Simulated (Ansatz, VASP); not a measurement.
# Two plane-wave programs on AlN

```
Al N
1.0
    -1.65675    2.86957    0.00000
     0.00000    0.00000    4.18746
     4.97025    2.86957    0.00000
Al N
4 4
Cartesian
  0.6300 2.2910 3.1406
  3.3135 1.9130 3.1406
  1.6567 0.9565 1.0469
  3.3135 3.8261 1.0469
  0.0000 1.9130 1.0469
  3.3135 1.9130 1.0469
  1.6567 0.9565 3.1406
  3.3135 3.8261 3.1406
```

Alike in both runs: task single point; functional PBE; k mesh 8 × 6 × 4; occupations gaussian, width 0.05 eV; no spin polarisation.

```csv
,VASP,Ansatz
version,VASP 6.6.1,Ansatz 0.2.0
potentials or method,"VASP PAW PBE potentials, release 64 (Al, N), cutoff 520 eV","scalar-relativistic, plane waves, PAW"
valence electrons in the cell,32,32
```

```csv
,VASP,Ansatz,Ansatz less VASP
gap on the k mesh at the Fermi level (eV),1.96,1.96,-0.006
least direct gap on the mesh (eV),1.96,1.96,-0.006
pressure (GPa),10.6,10.7,+0.03
"traceless stress, the component that is largest in VASP (GPa)",-14.89,-14.72,+0.163
rms of the force components (eV/Å),1.558,1.552,-0.0068
```

Atom by atom the forces differ by 0.011 eV/Å (rms over components).
